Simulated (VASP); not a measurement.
Runs of VASP 6.6.1 on Rh. The structure is that of space group Fm-3m (No. 225), or close to it. The cells are those of the table. 

```tsv
task	cell	cutoff (eV)	gap on the mesh (eV)	pressure (GPa)
single point	a = 2.684 Å, angles 60.0°, 1 atom	520	none	2.2
single point	a = 2.666 Å, angles 60.0°, 1 atom	520	none	(a)
relaxation of cell and atoms	relaxed to 4 GPa from a = 2.687 Å, angles 60.0°, 1 atom	600	none	4.0
single point	a = 2.687 Å, angles 60.0°, 1 atom	520	none	1.2
single point	a = 2.645 Å, angles 60.0°, 1 atom	520	none	16.5
```

Alike in all rows: level r2SCAN; potentials or basis VASP PAW PBE potentials, release 64 (Rh_pv); no spin polarisation; k mesh 24 × 24 × 24; smearing fermi-dirac 0.05 eV.

Q: Estimate the missing entries.

A: (a) 8.3.

Caveats: the PAW data sets were made with another functional, which shifts forces and pressure a little; the cell is relaxed towards a set pressure, so the enthalpy falls and the energy may rise (some runs).

A k mesh can miss the band edges, and the runs leave out spin-orbit coupling on Rh.

A gap of «none» marks levels without a gap at the run's occupations.
